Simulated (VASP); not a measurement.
Write the native input for VASP 6.6.1 that does the following.

```yaml
Task: single point
Functional: PBEsol
Potentials_or_basis: VASP PAW PBE potentials, release 64 (Pt)
Cutoff: 520 eV
k_mesh: 22 × 22 × 22
Occupations: gaussian, width 0.15 eV
Spin: no spin polarisation
Dipole_correction: no
Further_INCAR_settings: ALGO = Fast; EDIFF = 1e-07; NBANDS = 11
```

The structure of Pt lies in POSCAR:

```
Pt
1.0
   -2.2161047809      1.6396669127      1.6396669127
    1.6396669127     -2.2161047809      1.6396669127
    1.6396669127      1.6396669127     -2.2161047809
Pt
1
Direct
    0.0000000000      0.0000000000      0.0000000000
```

One way to write it, as run:

INCAR

```
SYSTEM = Pt
ALGO = Fast
EDIFF = 1E-7
ENCUT = 520
GGA = PS
ISIF = 2
ISMEAR = 0
LASPH = .True.
LCHARG = .False.
LREAL = .False.
LWAVE = .False.
NBANDS = 11
NELM = 60
PREC = Accurate
SIGMA = 0.15
```

KPOINTS

```
k-points
0
Gamma
  22 22 22
  0 0 0
```

Potentials or basis: VASP PAW PBE potentials, release 64 (Pt).

Run with:

```bash
$ cat potpaw_PBE.64/Pt/POTCAR > POTCAR
$ mpirun -np 1 vasp_std > vasp.out
```

Results of the run:

```
Pressure               : 174.0 GPa
Band gap on the k mesh : zero (bands 5 and 6 overlap by 7.72 eV)
```

Caveat: atoms lie so close that the PAW spheres overlap strongly, which falsifies energies and pressures; the cell stands under pressure; the PAW data sets were made with another functional, which shifts forces and pressure a little; spin-orbit coupling is left out, which moves the levels of the heavy elements.

Wall time 70 s on 1 thread of Intel(R) Xeon(R) 6975P-C (Granite Rapids), on a shared host, peak memory 0.29 GiB.
